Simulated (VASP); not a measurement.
A run of VASP 6.6.1:

The input INCAR:

```
ALGO = Normal
EDIFF = 1E-6
ENCUT = 520
GGA = CA
ISIF = 2
ISMEAR = 0
LASPH = T
LCHARG = F
LREAL = F
LWAVE = F
NBANDS = 44
NELM = 100
PREC = Accurate
SIGMA = 0.02
```

The input KPOINTS:

```
k-points
0
Gamma
  6 6 6
```

Contents of POSCAR:

```
SiO2
1.0
   -4.4553296922      4.4553296922      2.6073622161
    4.4553296922     -4.4553296922      2.6073622161
    4.4553296922      4.4553296922     -2.6073622161
Si O
4 8
Direct
    0.1769371916      0.1769371916      0.3538743832
    0.8230628084      0.1769371916      0.0000000000
    0.1769371916      0.8230628084      0.0000000000
    0.8230628084      0.8230628084      0.6461256168
    0.5000000000      0.5000000000      0.5000000000
    0.0000000000      0.5000000000      0.0000000000
    0.5000000000      0.0000000000      0.0000000000
    0.0000000000      0.0000000000      0.5000000000
    0.0000000000      0.2089418894      0.2089418894
    0.7910581106      0.0000000000      0.7910581106
    0.2089418894      0.0000000000      0.2089418894
    0.0000000000      0.7910581106      0.7910581106
```

Potentials or basis: VASP PAW LDA potentials, release 64 (Si, O).

Command:

```console
$ cat potpaw_LDA.64/Si/POTCAR potpaw_LDA.64/O/POTCAR > POTCAR
$ mpirun -np 1 vasp_std > vasp.out
```

Hardware: 1 thread of Intel(R) Xeon(R) Platinum 8488C (Sapphire Rapids) (shared host).

Problem. How long does it take, and how much memory?

Solution. Wall time 9.1 min on 1 thread of Intel(R) Xeon(R) Platinum 8488C (Sapphire Rapids), on a shared host, peak memory 0.41 GiB. Counts: scf iterations 15, k points 30.
